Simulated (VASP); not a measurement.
Set up this calculation in VASP 6.6.1, as the native input.

```yaml
Task: single point
Functional: PBE
Potentials_or_basis: VASP PAW PBE potentials, release 64 (Cr_pv, B, S)
Cutoff: 520 eV
k_mesh: 12 × 12 × 6
Occupations: gaussian, width 0.1 eV
Spin: no spin polarisation
Dipole_correction: no
Further_INCAR_settings: ALGO = Normal; EDIFF = 1e-07; NBANDS = 26
```

The structure of CrB3S2 lies in POSCAR:

```
CrB3S2
1.0
    4.0028749702      0.0000000000      0.0000000000
   -2.0014374851      3.4665914123      0.0000000000
    0.0000000000      0.0000000000      7.2863172830
Cr B S
1 3 2
Direct
    0.0000000000      0.0000000000      0.0000000000
    0.5000000000      0.0000000000      0.0000000000
    0.0000000000      0.5000000000      0.0000000000
    0.5000000000      0.5000000000      0.0000000000
    0.0000000000      0.0000000000      0.6993452533
    0.0000000000      0.0000000000      0.3006547467
```

The cell was generated, and may not be a known phase.

The input as run:

INCAR

```
ALGO = Normal ; EDIFF = 1E-7
ENCUT = 520 ; GGA = PE
ISIF = 2 ; ISMEAR = 0
LASPH = T ; LCHARG = F
LREAL = F ; LWAVE = F
NBANDS = 26 ; NELM = 80
PREC = Accurate ; SIGMA = 0.1
```

KPOINTS

```
k-points
0
Gamma
  12 12 6
```

Potentials or basis: VASP PAW PBE potentials, release 64 (Cr_pv, B, S).

Launch:

```bash
$ cat potpaw_PBE.64/Cr_pv/POTCAR potpaw_PBE.64/B/POTCAR potpaw_PBE.64/S/POTCAR > POTCAR
$ mpirun -np 1 vasp_std > vasp.out
```

Results of the run:

| Quantity | Value |
| --- | --- |
| Pressure | -0.2 GPa |
| Largest force | 0.034 eV/Å |
| Band gap on the k mesh | zero (an odd number of electrons rules out a gap without spin polarisation) |

Caveat: this functional lacks dispersion, which binds layers or chains, so the pressure and a relaxed spacing across them are unreliable; an odd number of electrons without spin polarisation forces a metal; a magnetic or distorted state may lie lower; the run has no spin polarisation, though such a crystal can be magnetic.

Wall time 7.8 min on 1 thread of Intel(R) Xeon(R) Platinum 8259CL CPU @ 2.50GHz (Skylake/Cascade Lake), with other jobs on the host, peak memory 0.33 GiB.
